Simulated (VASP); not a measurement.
# AlNi3 in VASP: further runs

AlNi3 is run at these levels: PBE; tasks: single point.

All numbers are computed with VASP 6.6.1; they aren't measurements. Logs are shortened: lines on timing, memory, paths and dates and some standing lists are left out, and cuts for length are marked.

**1. The cell of the first run**

It takes space group Pm-3m (No. 221, cubic). The conventional cell has a = 3.523 Å, b = 3.523 Å, c = 3.523 Å, α = 90.00°, β = 90.00°, γ = 90.00°. Ni (site symmetry 4/mmm) has 8 Ni at 2.49 Å and 4 Al at 2.49 Å within 3.3 Å. Within 3.3 Å of Al (site symmetry m-3m) lie 12 Ni at 2.49 Å.

**2. Single point, PBE, collinear spin, ferromagnetic start**

Contents of INCAR:

```
SYSTEM = AlNi3
PREC = Accurate
ENCUT = 520
EDIFF = 1E-6
ISMEAR = -1
SIGMA = 0.05
LREAL = .False.
LASPH = .True.
NELM = 150
ALGO = Fast
ISIF = 2
LWAVE = .False.
LCHARG = .True.
ISPIN = 2
MAGMOM = 1 1 1 0
LORBIT = 11
LMAXMIX = 4
GGA = PE
LELF = .True.
LVHAR = .True.
NBANDS = 28
```

Contents of KPOINTS:

```
regular mesh
0
Gamma
  6 6 6
  0 0 0
```

Contents of POSCAR:

```
AlNi3
1.0
    3.5230547267      0.0000000000      0.0000000000
    0.0000000000      3.5230547267      0.0000000000
    0.0000000000      0.0000000000      3.5230547267
Ni Al
3 1
Direct
    0.5000000000      0.5000000000      0.0000000000
    0.5000000000      0.0000000000      0.5000000000
    0.0000000000      0.5000000000      0.5000000000
    0.0000000000      0.0000000000      0.0000000000
```

Potentials or basis: VASP PAW PBE potentials, release 64 (Ni, Al).

Run with:

```console
> cat potpaw_PBE.64/Ni/POTCAR potpaw_PBE.64/Al/POTCAR > POTCAR
> mpirun -np 1 vasp_std > vasp.out
```

OUTCAR:

```text
SYSTEM = AlNi3
   PREC = Accurate
   ENCUT = 520
   EDIFF = 1E-6
   ISMEAR = -1
   LREAL = .False.
   LASPH = .True.
   NELM = 150
   ISIF = 2
   ISPIN = 2
   LORBIT = 11
   GGA = PE

 ion  position               nearest neighbor table
   1  0.500  0.500  0.000-   2 2.49   3 2.49   4 2.49   2 2.49   3 2.49   2 2.49   4 2.49   2 2.49
                             3 2.49   4 2.49   3 2.49   4 2.49
   2  0.500  0.000  0.500-   1 2.49   3 2.49   4 2.49   1 2.49   4 2.49   1 2.49   3 2.49   1 2.49
                             3 2.49   4 2.49   4 2.49   3 2.49
   3  0.000  0.500  0.500-   1 2.49   2 2.49   4 2.49   1 2.49   4 2.49   2 2.49   4 2.49   4 2.49
                             1 2.49   2 2.49   1 2.49   2 2.49
   4  0.000  0.000  0.000-   1 2.49   2 2.49   3 2.49   2 2.49   3 2.49   1 2.49   3 2.49   3 2.49
                             1 2.49   2 2.49   2 2.49   1 2.49

  LATTYP: Found a simple cubic cell.
 ALAT       =     3.5230547267

  Lattice vectors:

 A1 = (   3.5230547267,   0.0000000000,   0.0000000000)
 A2 = (   0.0000000000,   3.5230547267,   0.0000000000)
 A3 = (   0.0000000000,   0.0000000000,   3.5230547267)

Analysis of symmetry for initial positions (statically):
=====================================================================
 Subroutine PRICEL returns:
 Original cell was already a primitive cell.

 Routine SETGRP: Setting up the symmetry group for a
 simple cubic supercell.

 Subroutine GETGRP returns: Found 48 space group operations
 (whereof 48 operations were pure point group operations)
 out of a pool of 48 trial point group operations.

The static configuration has the point symmetry O_h .

Analysis of symmetry for dynamics (positions and initial velocities):
=====================================================================
 Subroutine PRICEL returns:
 Original cell was already a primitive cell.

 Routine SETGRP: Setting up the symmetry group for a
 simple cubic supercell.

 Subroutine GETGRP returns: Found 48 space group operations
 (whereof 48 operations were pure point group operations)
 out of a pool of 48 trial point group operations.

The dynamic configuration has the point symmetry O_h .

Analysis of structural, dynamic, and magnetic symmetry:
=====================================================================
 Subroutine PRICEL returns:
 Original cell was already a primitive cell.

 Routine SETGRP: Setting up the symmetry group for a
 simple cubic supercell.

 Subroutine GETGRP returns: Found 48 space group operations
 (whereof 48 operations were pure point group operations)
 out of a pool of 48 trial point group operations.

The overall configuration has the point symmetry O_h .

 Subroutine INISYM returns: Found 48 space group operations
 (whereof 48 operations are pure point group operations),
 and found     1 'primitive' translations

----------------------------------------------------------------------------------------

                                     Primitive cell

  volume of cell :      43.7279

  direct lattice vectors                    reciprocal lattice vectors
     3.523054727  0.000000000  0.000000000     0.283844583  0.000000000  0.000000000
     0.000000000  3.523054727  0.000000000     0.000000000  0.283844583  0.000000000
     0.000000000  0.000000000  3.523054727     0.000000000  0.000000000  0.283844583

  length of vectors
     3.523054727  3.523054727  3.523054727     0.283844583  0.283844583  0.283844583

  position of ions in fractional coordinates (direct lattice)
     0.500000000  0.500000000  0.000000000
     0.500000000  0.000000000  0.500000000
     0.000000000  0.500000000  0.500000000
     0.000000000  0.000000000  0.000000000

  ion indices of the primitive-cell ions
   primitive index   ion index
                 1           1
                 2           2
                 3           3
                 4           4

----------------------------------------------------------------------------------------

 KPOINTS: regular mesh

Automatic generation of k-mesh.
 Grid dimensions read from file:
 generate k-points for:    6    6    6

 Generating k-lattice:

  Cartesian coordinates                     Fractional coordinates (reciprocal lattice)
     0.047307431  0.000000000  0.000000000     0.166666667  0.000000000  0.000000000
     0.000000000  0.047307431  0.000000000     0.000000000  0.166666667  0.000000000
     0.000000000  0.000000000  0.047307431     0.000000000  0.000000000  0.166666667

  Length of vectors
     0.047307431  0.047307431  0.047307431

  Shift w.r.t. Gamma in fractional coordinates (k-lattice)
     0.000000000  0.000000000  0.000000000

 Subroutine IBZKPT returns following result:
 ===========================================

 Found     20 irreducible k-points:

 Following reciprocal coordinates:
            Coordinates               Weight
  0.000000  0.000000  0.000000      1.000000
  0.166667  0.000000  0.000000      6.000000
  0.333333  0.000000  0.000000      6.000000
  0.500000  0.000000  0.000000      3.000000
  0.166667  0.166667  0.000000     12.000000
  0.333333  0.166667  0.000000     24.000000
[... 12 lines left out ...]
  0.500000  0.500000  0.333333      6.000000
  0.500000  0.500000  0.500000      1.000000
   k-points           NKPTS =     20   k-points in BZ     NKDIM =     20   number of bands    NBANDS=     28
   number of dos      NEDOS =    301   number of ions     NIONS =      4
   total plane-waves  NPLWV =  21952
   dimension x,y,z NGX =    28 NGY =   28 NGZ =   28
   dimension x,y,z NGXF=    56 NGYF=   56 NGZF=   56
   ions per type =               3   1
   NGX,Y,Z   is equivalent  to a cutoff of  13.21, 13.21, 13.21 a.u.
   NGXF,Y,Z  is equivalent  to a cutoff of  26.43, 26.43, 26.43 a.u.
 SYSTEM =  AlNi3
   PREC   = accura    normal or accurate (medium, high low for compatibility)
   ISTART =      0    job   : 0-new  1-cont  2-samecut
   ICHARG =      2    charge: 1-file 2-atom 10-const
   ISPIN  =      2    spin polarized calculation?
   LNONCOLLINEAR =      F non collinear calculations
   LSORBIT =      F    spin-orbit coupling
   LASPH  =      T    aspherical Exc in radial PAW
   ENCUT  =  520.0 eV  38.22 Ry    6.18 a.u.   6.55  6.55  6.55*2*pi/ulx,y,z
   NELM   =    150;   NELMIN=  2; NELMDL= -5     # of ELM steps
   EDIFF  = 0.1E-05   stopping-criterion for ELM
   LREAL  =      F    real-space projection
   EDIFFG = 0.1E-04   stopping-criterion for IOM
   NSW    =      0    number of steps for IOM
   IBRION =     -1    ionic relax: 0-MD 1-quasi-New 2-CG
   NFREE  =      0    steps in history (QN), initial steepest desc. (CG)
   ISIF   =      2    stress and relaxation
   ISYM   =      2    0-nonsym 1-usesym 2-fastsym
   POTIM  = 0.5000    time-step for ionic-motion
   TEBEG  =    0.0;   TEEND  =   0.0 temperature during run
   PSTRESS=    0.0 pullay stress
   NELECT =      33.0000    total number of electrons
   NUPDOWN=      -1.0000    fix difference up-down
   EMIN   =  10.00;   EMAX   =-10.00  energy-range for DOS
   EFERMI =   0.00;   METHOD = LEGACY
   ISMEAR =    -1;   SIGMA  =   0.05  broadening in eV -4-tet -1-fermi 0-gaus
   EFERMI_NEDOS =   21; number of points for ismear=-14 and -15
   IALGO  =     68    algorithm
   IMIX   =      4    mixing-type and parameters
     AMIX     =   0.40;   BMIX     =  1.00
     AMIX_MAG =   1.60;   BMIX_MAG =  1.00
  volume/ion in A,a.u.               =      10.93        73.77
  Fermi-wavevector in a.u.,A,eV,Ry     =   1.490482  2.816603 30.225843  2.221537
  Thomas-Fermi vector in A             =   2.603258
   LORBIT       =     11    0 simple, 1 ext, 2 COOP (PROOUT), +10 PAW based schemes
   GGA     = PE    functional components
   LHFCALC =     F    Hartree Fock is set to
   AEXX    =    0.0000 exact exchange contribution
   IVDW    =     0    specifies the selected vdW correction
   LEPSILON=     F    determine dielectric tensor
   LRPA    =     F    only Hartree local field effects (RPA)
 spin polarized calculation
 RMM-DIIS sequential band-by-band and
  energy-cutoff  :      520.00
  volume of cell :       43.73
 maximum number of plane-waves:      1208
 NGX is ok and might be reduce to    28
   NGX = 13   NGY = 13   NGZ = 13

 number of electron      32.9999980 magnetization       0.6872603

 Free energy of the ion-electron system (eV)
  ---------------------------------------------------
  ext. energy  EPLUGINS =         0.00000000
  ---------------------------------------------------
  free energy    TOTEN  =       -21.87636829 eV

  energy without entropy =      -21.84787063  energy(sigma->0) =      -21.86211946

 E-fermi :   9.9220     XC(G=0): -12.8543

 val. band max:        9.9122595002   @ k =   0.3333   0.3333   0.1667
 cond. band min:       9.9314143084   @ k =   0.3333   0.3333   0.1667
 fundamental gap:      0.0191548082
 Fermi energy:         9.9220377018

 spin component 1

 k-point     1 :       0.0000    0.0000    0.0000
  band No.  band energies     occupation
      1      -0.2353      1.00000
      2       5.4473      1.00000
      3       6.1412      1.00000
      4       6.1412      1.00000
      5       6.5012      1.00000
      6       6.5012      1.00000
[... 609 lines left out ...]
     27      30.2164      0.00000
     28      30.2167      0.00000
 Fermi energy:         9.9220377018

 spin component 2

 k-point     1 :       0.0000    0.0000    0.0000
  band No.  band energies     occupation
      1      -0.2625      1.00000
      2       5.5246      1.00000
      3       6.2843      1.00000
      4       6.2843      1.00000
      5       6.7772      1.00000
      6       6.7772      1.00000
[... 609 lines left out ...]
     27      30.1821      0.00000
     28      30.1821      0.00000

------------------------ aborting loop because EDIFF is reached ----------------------------------------

  FORCE on cell =-STRESS in cart. coord.  units (eV):
  Direction    XX          YY          ZZ          XY          YZ          ZX
  --------------------------------------------------------------------------------------
  -------------------------------------------------------------------------------------
  Total        2.0035669      2.0035669      2.0035669      0.0000000      0.0000000     -0.0000000
  in kB       73.4101766     73.4101766     73.4101766      0.0000000      0.0000000     -0.0000000
  external PRESSURE =      73.4101766 kB  Pullay stress =       0.0000000 kB

 VOLUME and BASIS-vectors are now :
 -----------------------------------------------------------------------------
  energy-cutoff  :      520.00
  volume of cell :       43.73
      direct lattice vectors                 reciprocal lattice vectors
     3.523054727  0.000000000  0.000000000     0.283844583  0.000000000  0.000000000
     0.000000000  3.523054727  0.000000000     0.000000000  0.283844583  0.000000000
     0.000000000  0.000000000  3.523054727     0.000000000  0.000000000  0.283844583

 POSITION                                       TOTAL-FORCE (eV/Angst)
 -----------------------------------------------------------------------------------
      1.76153      1.76153      0.00000         0.000000      0.000000      0.000000
      1.76153      0.00000      1.76153         0.000000      0.000000      0.000000
      0.00000      1.76153      1.76153         0.000000      0.000000      0.000000
      0.00000      0.00000      0.00000         0.000000      0.000000      0.000000
 -----------------------------------------------------------------------------------
    total drift:                                0.000000      0.000000      0.000000

  FREE ENERGIE OF THE ION-ELECTRON SYSTEM (eV)
  ---------------------------------------------------
  free  energy   TOTEN  =       -21.8763682883 eV

  energy  without entropy=      -21.8478706303  energy(sigma->0) =      -21.86211946

 total charge

# of ion       s       p       d       tot
------------------------------------------
    1        0.507   0.546   8.394   9.447
    2        0.507   0.546   8.394   9.447
    3        0.507   0.546   8.394   9.447
    4        0.413   0.406   0.000   0.819
--------------------------------------------------
tot          1.935   2.044  25.182  29.161

 magnetization (x)

# of ion       s       p       d       tot
------------------------------------------
    1       -0.003  -0.009   0.256   0.244
    2       -0.003  -0.009   0.256   0.244
    3       -0.003  -0.009   0.256   0.244
    4       -0.000  -0.008   0.000  -0.009
--------------------------------------------------
tot         -0.009  -0.036   0.768   0.723
```

Run time: 34 s. Hardware: 1 thread of Intel Xeon 6975P-C (Granite Rapids), shared host; peak memory 0.19 GiB.

What came out:

```yaml
Free_energy: -21.8764 eV
Pressure: 7.3 GPa
Net_moment: 0.69 μB per cell
Site_moments: Ni +0.24; Al -0.01 μB
Valence_electrons_inside_the_program's_atomic_spheres: Ni 9.45; Al 0.82
```

Levels at points of the mesh, in eV from the Fermi level:
Spin up:
| k point | band 13 | band 14 | band 15 | band 16 | band 17 | band 18 | band 19 | band 20 | band 21 | band 22 |
| --- | --- | --- | --- | --- | --- | --- | --- | --- | --- | --- |
| (0.00, 0.00, 0.00) | -0.25 | -0.07 | -0.07 | -0.07 | 0.89 | 0.89 | 0.89 | 6.73 | 6.73 | 7.58 |
| (0.50, 0.00, 0.00) | -1.25 | -1.20 | -1.07 | -0.51 | -0.06 | 5.66 | 5.66 | 5.69 | 5.69 | 6.55 |
| (0.50, 0.50, 0.00) | -1.34 | -1.23 | -1.01 | -0.99 | -0.59 | 0.89 | 0.89 | 8.32 | 8.32 | 8.38 |
| (0.50, 0.50, 0.50) | -1.34 | -1.09 | -1.09 | -0.24 | -0.24 | -0.24 | -0.21 | 3.58 | 4.17 | 4.17 |
Spin down:
| k point | band 12 | band 13 | band 14 | band 15 | band 16 | band 17 | band 18 | band 19 | band 20 | band 21 |
| --- | --- | --- | --- | --- | --- | --- | --- | --- | --- | --- |
| (0.00, 0.00, 0.00) | -0.41 | 0.01 | 0.36 | 0.36 | 0.36 | 0.86 | 0.86 | 0.86 | 6.82 | 6.82 |
| (0.50, 0.00, 0.00) | -1.06 | -0.96 | -0.96 | -0.85 | -0.33 | 0.36 | 5.71 | 5.71 | 5.74 | 5.74 |
| (0.50, 0.50, 0.00) | -1.17 | -1.17 | -1.12 | -0.80 | -0.61 | -0.45 | 1.17 | 1.17 | 8.36 | 8.36 |
| (0.50, 0.50, 0.50) | -1.19 | -1.19 | -0.92 | -0.92 | -0.22 | 0.11 | 0.11 | 0.11 | 3.67 | 4.37 |

Caveat: the cell stands under pressure.

**3. Single point, PBE, collinear spin, ferromagnetic start**

This run uses another cell than the first one, of 10.07 Å³/atom.

Contents of INCAR:

```
PREC = Accurate
ENCUT = 520
EDIFF = 1E-7
ISMEAR = -1
SIGMA = 0.05
LREAL = F
LASPH = T
NELM = 150
ALGO = Fast
ISIF = 2
LWAVE = F
LCHARG = F
ISPIN = 2
MAGMOM = 1 1 1 0
LORBIT = 11
LMAXMIX = 4
GGA = PE
NBANDS = 28
```

Contents of KPOINTS:

```
regular mesh
0
Gamma
  7 7 6
```

POSCAR: that of step 2 with these lines changed.

```diff
@@ -2,4 +2,4 @@
 1.0
-    3.5230547267      0.0000000000      0.0000000000
-    0.0000000000      3.5230547267      0.0000000000
+    3.3821325376      0.0000000000      0.0000000000
+    0.0000000000      3.3821325376      0.0000000000
     0.0000000000      0.0000000000      3.5230547267
```

Potentials or basis: VASP PAW PBE potentials, release 64 (Ni, Al).

Run with:

```console
> cat potpaw_PBE.64/Ni/POTCAR potpaw_PBE.64/Al/POTCAR > POTCAR
> mpirun -np 1 vasp_std > vasp.out
```

It took 78 s on 1 thread of Intel Xeon 6975P-C (Granite Rapids), shared host; peak memory 0.21 GiB.

It converged, with:

* Free energy: -21.4964 eV
* Pressure: 28.1 GPa
* Net moment: 0.57 μB per cell
* Site moments: Ni +0.20; Al -0.01 μB
* Valence electrons inside the program's atomic spheres: Ni 9.63, 9.61 (each value once); Al 0.87

Stress tensor (GPa, compression positive):
```
29.98  0.00  0.00
 0.00 29.98  0.00
 0.00  0.00 24.48
```

Levels at points of the mesh, in eV from the Fermi level:
Spin up:
| k point | band 14 | band 15 | band 16 | band 17 | band 18 | band 19 | band 20 | band 21 |
| --- | --- | --- | --- | --- | --- | --- | --- | --- |
| (0.00, 0.00, 0.00) | -0.06 | -0.06 | 0.14 | 0.27 | 1.21 | 1.21 | 6.81 | 7.47 |
| (0.00, 0.00, 0.50) | -1.26 | -1.17 | -0.43 | 0.14 | 6.05 | 6.05 | 6.15 | 6.15 |
Spin down:
```tsv
k point	band 12	band 13	band 14	band 15	band 16	band 17	band 18	band 19	band 20	band 21
(0.00, 0.00, 0.00)	-0.36	-0.01	0.24	0.30	0.30	0.48	1.19	1.19	6.89	7.54
(0.00, 0.00, 0.50)	-1.35	-1.01	-1.01	-0.99	-0.28	0.49	6.09	6.09	6.19	6.19
```

Caveat: the stress differs along the axes, from 24 to 30 GPa.
